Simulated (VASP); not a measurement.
A run of VASP 6.6.1:

The input INCAR:

```
PREC = Accurate
ENCUT = 520
EDIFF = 1E-6
ISMEAR = -1
SIGMA = 0.0816
LREAL = False
LASPH = True
NELM = 60
ALGO = Normal
ISIF = 2
LWAVE = False
LCHARG = False
NBANDS = 21
```

File KPOINTS:

```
Automatic mesh
0
Gamma
  8 8 8
```

Contents of POSCAR:

```
Mo
1.0
    3.1627850254      0.0000000000      0.0000000000
    0.0000000000      3.1627850254      0.0000000000
    0.0000000000      0.0000000000      3.1627850254
Mo
2
Direct
    0.0000000000      0.0000000000      0.0000000000
    0.5000000000      0.5000000000      0.5000000000
```

Potentials or basis: VASP PAW LDA potentials, release 64 (Mo_sv).

Launch:

```bash
$ cat potpaw_LDA.64/Mo_sv/POTCAR > POTCAR
$ mpirun -np 1 vasp_std > vasp.out
```

Hardware: 1 thread of Intel(R) Xeon(R) Platinum 8259CL CPU @ 2.50GHz (Skylake/Cascade Lake), with other jobs on the host.

Task: How long does it take, and how much memory?

Result: Wall time 8.4 s on 1 thread of Intel(R) Xeon(R) Platinum 8259CL CPU @ 2.50GHz (Skylake/Cascade Lake) (shared host), peak memory 0.13 GiB. Counts: scf iterations 11, k points 35.
